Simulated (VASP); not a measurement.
Input of a VASP 6.6.1 run:

Contents of POSCAR:

```
BN
1.0
    2.5055553615      0.0000000001      0.0000000000
   -1.2527776808      2.1698745936      0.0000000000
    0.0000000000      0.0000000000      6.6528827690
B N
2 2
Direct
    0.3333333333      0.6666666667      0.2500000000
    0.6666666667      0.3333333333      0.7500000000
    0.3333333333      0.6666666667      0.7500000000
    0.6666666667      0.3333333333      0.2500000000
```

Contents of INCAR.step1:

```
SYSTEM = BN
ALGO = Normal
EDIFF = 1E-5
ENCUT = 520
GGA = PE
ISIF = 2
ISMEAR = 0
LASPH = .TRUE.
LCHARG = .FALSE.
LREAL = .FALSE.
LWAVE = .TRUE.
NBANDS = 16
NELM = 60
PREC = Accurate
SIGMA = 0.05
```

Contents of INCAR.step2:

```
SYSTEM = BN
AEXX = 0.25
ALGO = Normal
EDIFF = 1E-6
ENCUT = 520
ISIF = 2
ISMEAR = 0
ISTART = 1
LASPH = .TRUE.
LCHARG = .FALSE.
LHFCALC = .TRUE.
LMIXTAU = .TRUE.
LREAL = .FALSE.
LWAVE = .FALSE.
METAGGA = R2SCAN
NBANDS = 16
NELM = 60
PREC = Accurate
PRECFOCK = Normal
SIGMA = 0.05
```

Contents of KPOINTS:

```
k-points
0
G
  6 6 2
  0 0 0
```

Potentials or basis: VASP PAW PBE potentials, release 64 (B, N).

Command:

```bash
$ cat potpaw_PBE.64/B/POTCAR potpaw_PBE.64/N/POTCAR > POTCAR
$ cp INCAR.step1 INCAR
$ mpirun -np 1 vasp_std > vasp.out
$ cp INCAR.step2 INCAR
$ mpirun -np 1 vasp_std > vasp.out
```

(1) Estimate the band gap on the k mesh.

(2) Estimate the pressure.

## Answers

(1) 6.75 eV (least direct gap 7.23 eV).

(2) -4.1 GPa.

Caveat: the k points lie up to 0.48 Å⁻¹ apart; the PAW data sets were made with another functional, which shifts forces and pressure a little.
